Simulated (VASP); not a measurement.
# NbCd3 (Pm-3m) in VASP: further runs

NbCd3 is run at these levels: r2SCAN; tasks: single point.

Program: VASP 6.6.1. These are calculated values, not measurements. Logs are shortened: lines on timing, memory, paths and dates and some standing lists are left out, and cuts for length are marked.

## Step 1: The cell of the first run

The structure is cubic, space group Pm-3m (No. 221). The conventional cell has a = 4.272 Å, b = 4.272 Å, c = 4.272 Å, α = 90.00°, β = 90.00°, γ = 90.00°. Within 4.0 Å of Nb (site symmetry m-3m) lie 12 Cd at 3.02 Å. Within 4.0 Å of Cd (site symmetry 4/mmm) lie 4 Nb at 3.02 Å and 8 Cd at 3.02 Å.

## Step 2: Single point, r2SCAN

POSCAR

```
NbCd3
1.0
    4.2721287339      0.0000000000      0.0000000000
    0.0000000000      4.2721287339      0.0000000000
    0.0000000000      0.0000000000      4.2721287339
Nb Cd
1 3
Direct
    0.0000000000      0.0000000000      0.0000000000
    0.0000000000      0.5000000000      0.5000000000
    0.5000000000      0.0000000000      0.5000000000
    0.5000000000      0.5000000000      0.0000000000
```

INCAR.step1

```
PREC     = Accurate       # precision mode
ENCUT    = 520            # plane-wave cutoff, eV
ISMEAR   = 0              # smearing method
SIGMA    = 0.1            # smearing width, eV
LREAL    = False          # projectors in reciprocal space
LASPH    = True           # aspherical terms in the spheres
NELM     = 100            # most SCF steps
NBANDS   = 32             # bands
GGA      = PE             # functional
ALGO     = Normal         # electronic algorithm
EDIFF    = 1E-4           # SCF threshold, eV
LWAVE    = True           # write WAVECAR
LCHARG   = False          # write CHGCAR
```

INCAR.step2

```
PREC     = Accurate       # precision mode
ENCUT    = 520            # plane-wave cutoff, eV
EDIFF    = 1E-6           # SCF threshold, eV
ISMEAR   = 0              # smearing method
SIGMA    = 0.1            # smearing width, eV
LREAL    = False          # projectors in reciprocal space
LASPH    = True           # aspherical terms in the spheres
NELM     = 100            # most SCF steps
ALGO     = Normal         # electronic algorithm
ISIF     = 2              # what is computed and relaxed
LWAVE    = False          # write WAVECAR
LCHARG   = False          # write CHGCAR
METAGGA  = R2SCAN         # meta-GGA
LMIXTAU  = True         
NBANDS   = 32             # bands
ISTART   = 1
```

KPOINTS

```
regular mesh
0
Gamma
  10 10 10
```

Potentials or basis: VASP PAW PBE potentials, release 64 (Nb_sv, Cd).

The run is started by

```console
> cat potpaw_PBE.64/Nb_sv/POTCAR potpaw_PBE.64/Cd/POTCAR > POTCAR
> cp INCAR.step1 INCAR
> mpirun -np 1 vasp_std > vasp.out
> cp INCAR.step2 INCAR
> mpirun -np 1 vasp_std > vasp.out
```

OUTCAR:

```text
PREC = Accurate
   ENCUT = 520
   EDIFF = 1E-6
   ISMEAR = 0
   LREAL = False
   LASPH = True
   NELM = 100
   ISIF = 2
   METAGGA = R2SCAN
   ISTART = 1

 ion  position               nearest neighbor table
   1  0.000  0.000  0.000-   2 3.02   3 3.02   4 3.02   2 3.02   3 3.02   2 3.02   4 3.02   2 3.02
                             3 3.02   4 3.02   3 3.02   4 3.02
   2  0.000  0.500  0.500-   1 3.02   3 3.02   4 3.02   1 3.02   4 3.02   1 3.02   3 3.02   1 3.02
                             3 3.02   4 3.02   4 3.02   3 3.02
   3  0.500  0.000  0.500-   1 3.02   2 3.02   4 3.02   1 3.02   4 3.02   2 3.02   4 3.02   4 3.02
                             1 3.02   2 3.02   1 3.02   2 3.02
   4  0.500  0.500  0.000-   1 3.02   2 3.02   3 3.02   2 3.02   3 3.02   1 3.02   3 3.02   3 3.02
                             1 3.02   2 3.02   2 3.02   1 3.02

  LATTYP: Found a simple cubic cell.
 ALAT       =     4.2721287339

  Lattice vectors:

 A1 = (   4.2721287339,   0.0000000000,   0.0000000000)
 A2 = (   0.0000000000,   4.2721287339,   0.0000000000)
 A3 = (   0.0000000000,   0.0000000000,   4.2721287339)

Analysis of symmetry for initial positions (statically):
=====================================================================
 Subroutine PRICEL returns:
 Original cell was already a primitive cell.

 Routine SETGRP: Setting up the symmetry group for a
 simple cubic supercell.

 Subroutine GETGRP returns: Found 48 space group operations
 (whereof 48 operations were pure point group operations)
 out of a pool of 48 trial point group operations.

The static configuration has the point symmetry O_h .

Analysis of symmetry for dynamics (positions and initial velocities):
=====================================================================
 Subroutine PRICEL returns:
 Original cell was already a primitive cell.

 Routine SETGRP: Setting up the symmetry group for a
 simple cubic supercell.

 Subroutine GETGRP returns: Found 48 space group operations
 (whereof 48 operations were pure point group operations)
 out of a pool of 48 trial point group operations.

The dynamic configuration has the point symmetry O_h .

 Subroutine INISYM returns: Found 48 space group operations
 (whereof 48 operations are pure point group operations),
 and found     1 'primitive' translations

----------------------------------------------------------------------------------------

                                     Primitive cell

  volume of cell :      77.9710

  direct lattice vectors                    reciprocal lattice vectors
     4.272128734  0.000000000  0.000000000     0.234075343  0.000000000  0.000000000
     0.000000000  4.272128734  0.000000000     0.000000000  0.234075343  0.000000000
     0.000000000  0.000000000  4.272128734     0.000000000  0.000000000  0.234075343

  length of vectors
     4.272128734  4.272128734  4.272128734     0.234075343  0.234075343  0.234075343

  position of ions in fractional coordinates (direct lattice)
     0.000000000  0.000000000  0.000000000
     0.000000000  0.500000000  0.500000000
     0.500000000  0.000000000  0.500000000
     0.500000000  0.500000000  0.000000000

  ion indices of the primitive-cell ions
   primitive index   ion index
                 1           1
                 2           2
                 3           3
                 4           4

----------------------------------------------------------------------------------------

 KPOINTS: regular mesh

Automatic generation of k-mesh.
 Grid dimensions read from file:
 generate k-points for:   10   10   10

 Generating k-lattice:

  Cartesian coordinates                     Fractional coordinates (reciprocal lattice)
     0.023407534  0.000000000  0.000000000     0.100000000  0.000000000  0.000000000
     0.000000000  0.023407534  0.000000000     0.000000000  0.100000000  0.000000000
     0.000000000  0.000000000  0.023407534     0.000000000  0.000000000  0.100000000

  Length of vectors
     0.023407534  0.023407534  0.023407534

  Shift w.r.t. Gamma in fractional coordinates (k-lattice)
     0.000000000  0.000000000  0.000000000

 Subroutine IBZKPT returns following result:
 ===========================================

 Found     56 irreducible k-points:

 Following reciprocal coordinates:
            Coordinates               Weight
  0.000000  0.000000  0.000000      1.000000
  0.100000  0.000000  0.000000      6.000000
  0.200000  0.000000  0.000000      6.000000
  0.300000  0.000000  0.000000      6.000000
  0.400000  0.000000  0.000000      6.000000
  0.500000  0.000000  0.000000      3.000000
[... 16 lines left out ...]
  0.200000  0.100000  0.100000     24.000000
  0.300000  0.100000  0.100000     24.000000
 [... further k-points ...]
   k-points           NKPTS =     56   k-points in BZ     NKDIM =     56   number of bands    NBANDS=     32
   number of dos      NEDOS =    301   number of ions     NIONS =      4
   total plane-waves  NPLWV =  32768
   dimension x,y,z NGX =    32 NGY =   32 NGZ =   32
   dimension x,y,z NGXF=    64 NGYF=   64 NGZF=   64
   ions per type =               1   3
   NGX,Y,Z   is equivalent  to a cutoff of  12.45, 12.45, 12.45 a.u.
   NGXF,Y,Z  is equivalent  to a cutoff of  24.91, 24.91, 24.91 a.u.
 SYSTEM =  unknown system
   PREC   = accura    normal or accurate (medium, high low for compatibility)
   ISTART =      1    job   : 0-new  1-cont  2-samecut
   ICHARG =      0    charge: 1-file 2-atom 10-const
   ISPIN  =      1    spin polarized calculation?
   LNONCOLLINEAR =      F non collinear calculations
   LSORBIT =      F    spin-orbit coupling
   LASPH  =      T    aspherical Exc in radial PAW
   ENCUT  =  520.0 eV  38.22 Ry    6.18 a.u.   7.94  7.94  7.94*2*pi/ulx,y,z
   NELM   =    100;   NELMIN=  2; NELMDL=  0     # of ELM steps
   EDIFF  = 0.1E-05   stopping-criterion for ELM
   LREAL  =      F    real-space projection
   EDIFFG = 0.1E-04   stopping-criterion for IOM
   NSW    =      0    number of steps for IOM
   IBRION =     -1    ionic relax: 0-MD 1-quasi-New 2-CG
   NFREE  =      0    steps in history (QN), initial steepest desc. (CG)
   ISIF   =      2    stress and relaxation
   ISYM   =      2    0-nonsym 1-usesym 2-fastsym
   POTIM  = 0.5000    time-step for ionic-motion
   TEBEG  =    0.0;   TEEND  =   0.0 temperature during run
   PSTRESS=    0.0 pullay stress
   NELECT =      49.0000    total number of electrons
   NUPDOWN=      -1.0000    fix difference up-down
   EMIN   =  10.00;   EMAX   =-10.00  energy-range for DOS
   EFERMI =   0.00;   METHOD = LEGACY
   ISMEAR =     0;   SIGMA  =   0.10  broadening in eV -4-tet -1-fermi 0-gaus
   EFERMI_NEDOS =   21; number of points for ismear=-14 and -15
   IALGO  =     38    algorithm
   IMIX   =      4    mixing-type and parameters
     AMIX     =   0.40;   BMIX     =  1.00
     AMIX_MAG =   1.60;   BMIX_MAG =  1.00
  volume/ion in A,a.u.               =      19.49       131.54
  Fermi-wavevector in a.u.,A,eV,Ry     =   1.402262  2.649891 26.753666  1.966339
  Thomas-Fermi vector in A             =   2.525041
   LORBIT       =      0    0 simple, 1 ext, 2 COOP (PROOUT), +10 PAW based schemes
   METAGGA = R2SCAN    functional components
   LHFCALC =     F    Hartree Fock is set to
   AEXX    =    0.0000 exact exchange contribution
   IVDW    =     0    specifies the selected vdW correction
   LEPSILON=     F    determine dielectric tensor
   LRPA    =     F    only Hartree local field effects (RPA)
 non-spin polarized calculation
 Gauss-broadening in eV      SIGMA  =   0.10
  energy-cutoff  :      520.00
  volume of cell :       77.97
 maximum number of plane-waves:      2176
 NGX is ok and might be reduce to    32
   NGX = 15   NGY = 15   NGZ = 15

 number of electron      48.9999992 magnetization

 Free energy of the ion-electron system (eV)
  ---------------------------------------------------
  ext. energy  EPLUGINS =         0.00000000
  ---------------------------------------------------
  free energy    TOTEN  =       -84.69031504 eV

  energy without entropy =      -84.68252173  energy(sigma->0) =      -84.68641839

 E-fermi :   4.8047     XC(G=0): -12.6722

 val. band max:        4.7629651651   @ k =   0.1000   0.1000   0.0000
 cond. band min:       4.8327782020   @ k =   0.3000   0.3000   0.1000
 fundamental gap:      0.0698130370
 Fermi energy:         4.8046836730

 k-point     1 :       0.0000    0.0000    0.0000
  band No.  band energies     occupation
      1     -51.9584      2.00000
      2     -27.3061      2.00000
      3     -27.3061      2.00000
      4     -27.3061      2.00000
      5      -5.0978      2.00000
      6      -4.9259      2.00000
[... 24 lines left out ...]
     31      10.8488      0.00000
     32      12.7335      0.00000

 k-point     2 :       0.1000    0.0000    0.0000
  band No.  band energies     occupation
      1     -51.9584      2.00000
      2     -27.3081      2.00000
      3     -27.3062      2.00000
      4     -27.3062      2.00000
      5      -5.0646      2.00000
      6      -4.9123      2.00000
[... 24 lines left out ...]
     31      11.3112      0.00000
     32      12.7885      0.00000

 k-point     3 :       0.2000    0.0000    0.0000
  band No.  band energies     occupation
      1     -51.9582      2.00000
      2     -27.3133      2.00000
      3     -27.3064      2.00000
      4     -27.3064      2.00000
      5      -4.9710      2.00000
      6      -4.8745      2.00000
[... 24 lines left out ...]
     31      12.6360      0.00000
     32      12.6360      0.00000

 k-point     4 :       0.3000    0.0000    0.0000
  band No.  band energies     occupation
      1     -51.9580      2.00000
      2     -27.3198      2.00000
      3     -27.3066      2.00000
      4     -27.3066      2.00000
      5      -4.8369      2.00000
      6      -4.8228      2.00000
[... 654 lines left out ...]
     31      11.4242      0.00000
     32      12.9001      0.00000

 k-point    23 :       0.2000    0.1000    0.1000
  band No.  band energies     occupation
      1     -51.9581      2.00000
      2     -27.3133      2.00000
      3     -27.3085      2.00000
      4     -27.3079      2.00000
      5      -4.9306      2.00000
      6      -4.8181      2.00000
[... 24 lines left out ...]
     31      11.7673      0.00000
     32      12.6076      0.00000

 k-point    24 :       0.3000    0.1000    0.1000
  band No.  band energies     occupation
      1     -51.9579      2.00000
      2     -27.3195      2.00000
      3     -27.3087      2.00000
      4     -27.3080      2.00000
      5      -4.8231      2.00000
      6      -4.7548      2.00000
[... 24 lines left out ...]
     31      11.5893      0.00000
     32      12.0306      0.00000

 [... further k-points ...]
[... 5 lines left out ...]
  --------------------------------------------------------------------------------------
  -------------------------------------------------------------------------------------
  Total        0.2491063      0.2491063      0.2491063      0.0000000      0.0000000      0.0000000
  in kB        5.1187319      5.1187319      5.1187319      0.0000000      0.0000000      0.0000000
  external PRESSURE =       5.1187319 kB  Pullay stress =       0.0000000 kB

 VOLUME and BASIS-vectors are now :
 -----------------------------------------------------------------------------
  energy-cutoff  :      520.00
  volume of cell :       77.97
      direct lattice vectors                 reciprocal lattice vectors
     4.272128734  0.000000000  0.000000000     0.234075343  0.000000000  0.000000000
     0.000000000  4.272128734  0.000000000     0.000000000  0.234075343  0.000000000
     0.000000000  0.000000000  4.272128734     0.000000000  0.000000000  0.234075343

 POSITION                                       TOTAL-FORCE (eV/Angst)
 -----------------------------------------------------------------------------------
      0.00000      0.00000      0.00000         0.000000      0.000000      0.000000
      0.00000      2.13606      2.13606         0.000000      0.000000      0.000000
      2.13606      0.00000      2.13606         0.000000      0.000000      0.000000
      2.13606      2.13606      0.00000         0.000000      0.000000      0.000000
 -----------------------------------------------------------------------------------
    total drift:                                0.000000     -0.000000     -0.000000

  FREE ENERGIE OF THE ION-ELECTRON SYSTEM (eV)
  ---------------------------------------------------
  free  energy   TOTEN  =       -84.6903150411 eV

  energy  without entropy=      -84.6825217349  energy(sigma->0) =      -84.68641839
```

Run time: 1.8 min. Hardware: 1 thread of Intel Xeon 6975P-C (Granite Rapids), shared host; peak memory 0.26 GiB.

Results:

```
Free energy : -84.6903 eV
Pressure    : 0.5 GPa
```

Caveat: the PAW data sets were made with another functional, which shifts forces and pressure a little.

## Step 3: Single point, r2SCAN

POSCAR is that of step 2.

INCAR.step1

```
ALGO = Normal
EDIFF = 1E-4
ENCUT = 520
GGA = PE
ISMEAR = 0
LASPH = T
LCHARG = F
LREAL = F
LWAVE = T
NBANDS = 32
NELM = 100
PREC = Accurate
SIGMA = 0.1
```

INCAR.step2

```
ALGO = Normal
EDIFF = 1E-6
ENCUT = 520
ISIF = 2
ISMEAR = 0
ISTART = 1
LASPH = T
LCHARG = F
LMIXTAU = T
LREAL = F
LWAVE = F
METAGGA = R2SCAN
NBANDS = 32
NELM = 100
PREC = Accurate
SIGMA = 0.1
```

KPOINTS

```
k-points
0
Gamma
  10 10 10
```

Potentials or basis: VASP PAW PBE potentials, release 64 (Nb_sv, Cd).

The run is started by

```console
> cat potpaw_PBE.64/Nb_sv/POTCAR potpaw_PBE.64/Cd/POTCAR > POTCAR
> cp INCAR.step1 INCAR
> mpirun -np 1 vasp_std > vasp.out
> cp INCAR.step2 INCAR
> mpirun -np 1 vasp_std > vasp.out
```

It took 1.8 min on 1 thread of Intel Xeon 6975P-C (Granite Rapids), shared host; peak memory 0.27 GiB.

It converged, with:

```
Free energy : -84.6903 eV
Pressure    : 0.5 GPa
```

Levels at points of the mesh, in eV from the Fermi level:
| k point | band 21 | band 22 | band 23 | band 24 | band 25 | band 26 | band 27 | band 28 |
| --- | --- | --- | --- | --- | --- | --- | --- | --- |
| (0.00, 0.00, 0.00) | -0.88 | -0.88 | 0.25 | 0.25 | 0.25 | 1.26 | 1.26 | 1.26 |
| (0.50, 0.00, 0.00) | -6.02 | -0.88 | -0.88 | -0.71 | 1.18 | 1.26 | 3.42 | 4.29 |
| (0.50, 0.50, 0.00) | -3.29 | -3.29 | -3.20 | -0.31 | -0.31 | 1.37 | 1.98 | 2.29 |
| (0.50, 0.50, 0.50) | -2.47 | -2.47 | -2.16 | -1.28 | -1.28 | -1.28 | 1.73 | 1.73 |

Caveat: the PAW data sets were made with another functional, which shifts forces and pressure a little.
